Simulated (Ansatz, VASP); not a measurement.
## Two plane-wave programs on SiO2

The input INCAR:

```
SYSTEM = SiO2
  PREC = Accurate
  ENCUT = 520
  EDIFF = 1E-8
  ISMEAR = -1
  SIGMA = 0.03
  LREAL = .FALSE.
  LASPH = .TRUE.
  NELM = 150
  ALGO = Normal
  ISIF = 2
  LWAVE = .FALSE.
  LCHARG = .FALSE.
  ISPIN = 2
  MAGMOM = 0.2 0.2 0.2 0.2 0.2 0.2
  LORBIT = 11
  GGA = PE
  LEFG = .TRUE.
  NBANDS = 29
```

File KPOINTS:

```
Automatic mesh
0
G
  6 6 9
  0 0 0
```

The input POSCAR:

```
SiO2
1.0
    4.1801000000      0.0000000000      0.0000000000
    0.0000000000      4.1801000000      0.0000000000
    0.0000000000      0.0000000000      2.6678000000
Si O
2 4
Direct
    0.0000000000      0.0000000000      0.0000000000
    0.5000000000      0.5000000000      0.5000000000
    0.3067000000      0.3067000000      0.0000000000
    0.1933000000      0.8067000000      0.5000000000
    0.6933000000      0.6933000000      0.0000000000
    0.8067000000      0.1933000000      0.5000000000
```

Input for Ansatz:

```yaml
crystal:
  lattice:
    - [4.1801, 0.0, 0.0]
    - [0.0, 4.1801, 0.0]
    - [0.0, 0.0, 2.6678]
  atoms:
    - { symbol: Si, position: [0.0, 0.0, 0.0], spin: 0.2 }
    - { symbol: Si, position: [0.5, 0.5, 0.5], spin: 0.2 }
    - { symbol: O, position: [0.3067, 0.3067, 0.0], spin: 0.2 }
    - { symbol: O, position: [0.1933, 0.8067, 0.5], spin: 0.2 }
    - { symbol: O, position: [0.6933, 0.6933, 0.0], spin: 0.2 }
    - { symbol: O, position: [0.8067, 0.1933, 0.5], spin: 0.2 }
kpoints:
  mp_grid: { grid: [6, 6, 9] }
  band_path:
    path:
      - [0.0, 0.0, 0.0]
      - [0.0, 0.5, 0.0]
      - [0.5, 0.5, 0.0]
      - [0.0, 0.0, 0.0]
      - [0.0, 0.0, 0.5]
      - [0.0, 0.5, 0.5]
      - [0.5, 0.5, 0.5]
      - [0.0, 0.0, 0.5]
      - [0.0, 0.5, 0.0]
    npoints: 14
scf:
  occupations: { method: fermi_dirac, width: 0.03 }
  lower_state_search: "off"
hamiltonian:
  xc: pbe
  pseudopotentials: { kind: paw }
output:
  forces: true
  stress: true
  eigenvalues: true
  efg: { contact_densities: true }
  populations: true
magnetization:
  spin_polarized: true
```

Alike in both runs: task electric field gradients; functional PBE; k mesh 6 × 6 × 9; occupations fermi-dirac, width 0.03 eV; collinear spin.

```csv
,VASP,Ansatz
version,VASP 6.6.1,Ansatz 0.2.0
potentials or method,"VASP PAW PBE potentials, release 64 (Si, O)","PAW with Ansatz's default frozen-core files, scalar-relativistic"
plane-wave cutoff (eV),520,420
valence electrons in the cell,32,32
```

```tsv
	VASP	Ansatz	Ansatz less VASP
gap on the k mesh at the Fermi level (eV)	5.61	5.63	+0.013
pressure (GPa)	11.0	10.9	-0.17
traceless stress, the component that is largest in VASP (GPa)	0.87	0.41	-0.456
rms of the force components (eV/Å)	0.115	0.107	-0.0086
net moment per atom (μB)	0.00	0.00	0.000
```

Atom by atom the forces differ by 0.009 eV/Å (rms over components). Ansatz's warnings: seeded moment not kept.
